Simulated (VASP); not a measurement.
## Ge: single point with PBEsol

Crystal: Ge.

```
CELL_PARAMETERS angstrom
0.00354 2.82877 2.82877
2.82877 0.00354 2.82877
2.83231 2.83231 0.00000
ATOMIC_POSITIONS crystal
Ge 0.50000 0.50000 0.50000
Ge 0.75000 0.75000 0.75000
```

This cell differs from its parent crystal: strain +0.0025 x Voigt [0, 0, 0, 0, 0, 1].

| Property | Result |
| --- | --- |
| Program | VASP 6.6.1 |
| Task | single point |
| Functional | PBEsol |
| Potentials or basis | VASP PAW PBE potentials, release 64 (Ge_d) |
| Cutoff | 520 eV |
| k mesh | 14 × 14 × 14 |
| Occupations | gaussian, width 0.15 eV |
| Spin | no spin polarisation |

```json
{
 "Pressure": "0.2 GPa",
 "Largest force": "0.022 eV/Å",
 "Band gap on the k mesh": "zero (filled and empty bands touch)"
}
```

Forces on the atoms (eV/Å):
```
Ge   0.000  0.000  0.022
Ge   0.000  0.000 -0.022
```

Stress tensor (GPa, compression positive):
```
 0.24 -0.21  0.00
-0.21  0.24  0.00
 0.00  0.00  0.24
```

Levels at points of the mesh, in eV from the Fermi level:
```tsv
k point	band 10	band 11	band 12	band 13	band 14	band 15	band 16	band 17	band 18	band 19
(0.00, 0.00, 0.00)	-24.54	-12.84	-0.05	-0.05	-0.04	-0.04	2.47	2.49	2.51	6.18
(0.50, 0.00, 0.00)	-24.51	-10.73	-7.67	-1.46	-1.46	0.07	3.65	3.68	6.92	10.39
(0.50, 0.50, 0.00)	-24.50	-8.96	-8.93	-3.14	-3.12	0.61	0.64	9.45	9.45	11.46
(0.00, 0.00, 0.50)	-24.51	-10.75	-7.67	-1.45	-1.45	0.09	3.66	3.68	6.93	10.39
(0.50, 0.00, 0.50)	-24.50	-8.95	-8.95	-3.13	-3.13	0.62	0.62	9.45	9.45	11.47
```

Run time: 12 min on 1 thread of Intel Xeon 8259CL (shared host), peak memory 0.39 GiB.

Caveat: the cell differs from its parent crystal (strain +0.0025 x Voigt [0, 0, 0, 0, 0, 1]); semilocal functionals underestimate gaps, and a narrow one can read as zero; the PAW data sets were made with another functional, which shifts forces and pressure a little.
